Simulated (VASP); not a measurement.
Set up this calculation in VASP 6.6.1, as the native input.

```yaml
Task: single point
Functional: PBE
Potentials_or_basis: VASP PAW PBE potentials, release 64 (Pt)
Cutoff: 500 eV
k_mesh: 6 × 6 × 6
Occupations: gaussian, width 0.1 eV
Spin: no spin polarisation
Dipole_correction: no
Further_INCAR_settings: ALGO = Normal; EDIFF = 1e-06; NBANDS = 50
```

The structure of Pt lies in POSCAR:

```
Pt
1.0
    5.5168995855      0.0000000000      0.0000000000
   -2.7584497928      4.7777751912      0.0000000000
    0.0000000000      0.0000000000      4.7829479934
Pt
8
Direct
    0.3333333333      0.1666666667      0.7500000000
    0.3333333333      0.6666666667      0.7500000000
    0.8333333333      0.1666666667      0.7500000000
    0.8333333333      0.6666666667      0.7500000000
    0.1666666667      0.3333333333      0.2500000000
    0.1666666667      0.8333333333      0.2500000000
    0.6666666667      0.3333333333      0.2500000000
    0.6666666667      0.8333333333      0.2500000000
```

One way to write it, as run:

INCAR

```
SYSTEM = Pt
PREC     = Accurate       ! precision mode
ENCUT    = 500            ! plane-wave cutoff, eV
EDIFF    = 1E-6           ! SCF threshold, eV
ISMEAR   = 0              ! smearing method
SIGMA    = 0.1            ! smearing width, eV
LREAL    = .FALSE.        ! projectors in reciprocal space
LASPH    = .TRUE.         ! aspherical terms in the spheres
NELM     = 120            ! most SCF steps
ALGO     = Normal         ! electronic algorithm
ISIF     = 2              ! what is computed and relaxed
LWAVE    = .FALSE.        ! write WAVECAR
LCHARG   = .FALSE.        ! write CHGCAR
GGA      = PE             ! functional
NBANDS   = 50             ! bands
GGA_COMPAT= .FALSE.
```

KPOINTS

```
regular mesh
0
G
  6 6 6
  0 0 0
```

Potentials or basis: VASP PAW PBE potentials, release 64 (Pt).

Command:

```sh
$ cat potpaw_PBE.64/Pt/POTCAR > POTCAR
$ mpirun -np 1 vasp_std > vasp.out
```

It gave:

| Item | Value |
| --- | --- |
| Pressure | -0.4 GPa |
| Band gap on the k mesh | zero (band 40 reaches 10.90 eV, above the bottom of band 41 at 10.15 eV) |

Caveat: spin-orbit coupling is left out, which moves the levels of the heavy elements.

It took 3.5 min on 1 thread of Intel Xeon 8259CL, on a shared host, peak memory 0.29 GiB.
